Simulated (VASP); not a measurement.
A run of VASP 6.6.1 is set up as follows.

Contents of POSCAR:

```
MgO
1.0
    0.0000000000      2.1021665416      2.1021665416
    2.1021665416      0.0000000000      2.1021665416
    2.1021665416      2.1021665416      0.0000000000
Mg O
1 1
Direct
    0.0000000000      0.0000000000      0.0000000000
    0.5000000000      0.5000000000      0.5000000000
```

INCAR.step1

```
SYSTEM = MgO
PREC = Accurate
ENCUT = 520
ISMEAR = -1
SIGMA = 0.1
LREAL = .False.
LASPH = .True.
NELM = 80
NBANDS = 11
GGA = PE
ALGO = Normal
EDIFF = 1E-4
LWAVE = .True.
LCHARG = .False.
```

File INCAR.step2:

```
SYSTEM = MgO
PREC = Accurate
ENCUT = 520
EDIFF = 1E-7
ISMEAR = -1
SIGMA = 0.1
LREAL = .False.
LASPH = .True.
NELM = 80
ALGO = Normal
ISIF = 2
LWAVE = .False.
LCHARG = .True.
METAGGA = R2SCAN
LMIXTAU = .True.
LELF = .True.
LVHAR = .True.
NBANDS = 11
ISTART = 1
```

File KPOINTS:

```
regular mesh
0
Gamma
  20 20 20
  0 0 0
```

Potentials or basis: VASP PAW PBE potentials, release 64 (Mg, O).

The run is started by

```bash
$ cat potpaw_PBE.64/Mg/POTCAR potpaw_PBE.64/O/POTCAR > POTCAR
$ cp INCAR.step1 INCAR
$ mpirun -np 1 vasp_std > vasp.out
$ cp INCAR.step2 INCAR
$ mpirun -np 1 vasp_std > vasp.out
```

**Question.** What does it give for the band gap on the k mesh?

**Answer.** 5.66 eV, direct.

**Question.** What does it give for the pressure?

**Answer.** -1.1 GPa.

Caveat: the PAW data sets were made with another functional, which shifts forces and pressure a little. A k mesh can miss the band edges.
